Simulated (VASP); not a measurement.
TiN (Osbornite), 2 atoms in the cell. The structure is cubic, space group Fm-3m (No. 225). Conventional cell: a = 4.238 Å, b = 4.238 Å, c = 4.238 Å, α = 90.00°, β = 90.00°, γ = 90.00°. Ti (site symmetry m-3m) has 6 N at 2.12 Å within 2.8 Å. N (site symmetry m-3m) has 6 Ti at 2.12 Å within 2.8 Å. 

* Program: VASP 6.6.1
* Task: single point
* Functional: PBE
* Potentials or basis: VASP PAW PBE potentials, release 64 (Ti_sv, N)
* Cutoff: 520 eV
* k mesh: 12 × 12 × 12
* Occupations: fermi-dirac, width 0.1 eV
* Spin: no spin polarisation
* Dipole correction: no
* Further INCAR settings: ALGO = Normal; EDIFF = 1e-06; NBANDS = 16

Potentials or basis: VASP PAW PBE potentials, release 64 (Ti_sv, N).

Run with:

```sh
$ cat potpaw_PBE.64/Ti_sv/POTCAR potpaw_PBE.64/N/POTCAR > POTCAR
$ mpirun -np 1 vasp_std > vasp.out
```

Hardware: 1 thread of Intel(R) Xeon(R) 6975P-C (Granite Rapids), with other jobs on the host.

Task: Estimate the wall time of this run.

Result: Run time: 8.9 s on 1 thread of Intel(R) Xeon(R) 6975P-C (Granite Rapids), with other jobs on the host, peak memory 0.15 GiB. Counts: scf iterations 15, k points 72.
